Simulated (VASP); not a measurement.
Here is a VASP 6.6.1 calculation.

The input POSCAR:

```
TiB
1.0
    6.0646608700      0.0000000000      0.0000000000
    0.0000000000      3.0276515900      0.0000000000
    0.0000000000      0.0000000000      4.5275834600
Ti B
4 4
Direct
    0.1773281913      0.2500000000      0.1220380465
    0.8226718087      0.7500000000      0.8779619535
    0.3226718087      0.7500000000      0.6220380465
    0.6773281913      0.2500000000      0.3779619535
    0.0300838012      0.2500000000      0.5998007911
    0.9699161988      0.7500000000      0.4001992089
    0.4699161988      0.7500000000      0.0998007911
    0.5300838012      0.2500000000      0.9001992089
```

File INCAR.step1:

```
SYSTEM = TiB
PREC = Accurate
ENCUT = 520
ISMEAR = -1
SIGMA = 0.1
LREAL = .False.
LASPH = .True.
NELM = 80
NBANDS = 40
GGA = PE
ALGO = Normal
EDIFF = 1E-4
LWAVE = .True.
LCHARG = .False.
```

File INCAR.step2:

```
SYSTEM = TiB
PREC = Accurate
ENCUT = 520
EDIFF = 1E-6
ISMEAR = -1
SIGMA = 0.1
LREAL = .False.
LASPH = .True.
NELM = 80
ALGO = Normal
ISIF = 2
LWAVE = .False.
LCHARG = .False.
METAGGA = R2SCAN
LMIXTAU = .True.
NBANDS = 40
ISTART = 1
```

KPOINTS

```
Automatic mesh
0
Gamma
  5 10 7
  0 0 0
```

Potentials or basis: VASP PAW PBE potentials, release 64 (Ti_sv, B).

The run is started by

```bash
$ cat potpaw_PBE.64/Ti_sv/POTCAR potpaw_PBE.64/B/POTCAR > POTCAR
$ cp INCAR.step1 INCAR
$ mpirun -np 1 vasp_std > vasp.out
$ cp INCAR.step2 INCAR
$ mpirun -np 1 vasp_std > vasp.out
```

Question: What does it give for the pressure?

Answer: 5.1 GPa.

Question: Estimate the band gap on the k mesh.

Answer: Zero (bands 30 and 31 overlap by 1.74 eV).

Question: What does it give for the largest force?

Answer: 0.016 eV/Å.

Stress tensor (GPa, compression positive):
```
4.95 0.00 0.00
0.00 5.47 0.00
0.00 0.00 5.02
```

Caveat: the cell stands under pressure; the PAW data sets were made with another functional, which shifts forces and pressure a little.
